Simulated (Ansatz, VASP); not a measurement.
## Sn in VASP and in Ansatz

```xyz
1
Lattice="3.5443 0.0000 0.0000 -1.7722 3.0695 0.0000 0.0000 0.0000 3.3117" Properties=species:S:1:pos:R:3 pbc="T T T"
Sn    0.0000    0.0000    0.0000
```

Alike in both runs: task relaxation of cell and atoms; functional PBEsol; k mesh 6 × 6 × 6; occupations gaussian, width 0.1 eV; no spin polarisation.

|  | VASP | Ansatz |
| --- | --- | --- |
| version | VASP 6.6.1 | Ansatz 0.2.0 |
| potentials or method | VASP PAW PBE potentials, release 64 (Sn_d), cutoff 500 eV | scalar-relativistic, plane waves, PAW |
| valence electrons in the cell | 14 | 14 |

|  | VASP | Ansatz | Ansatz less VASP |
| --- | --- | --- | --- |
| gap on the k mesh at the Fermi level, each at its own relaxed structure (eV) | none | none | - |
| relaxed volume (Å³/atom) | 27.23 | 27.23 | +0.006 |
| relaxed length of the cell vector where the two differ most in proportion (Å) | 3.178 | 3.178 | +0.0004 |

VASP's potentials were made for PBE, not for PBEsol. A gap of «none» marks a metal or a gap that the smearing closes.

Noted on VASP's run: the volume moved by over 15 % at a fixed basis, so the end points are rough.
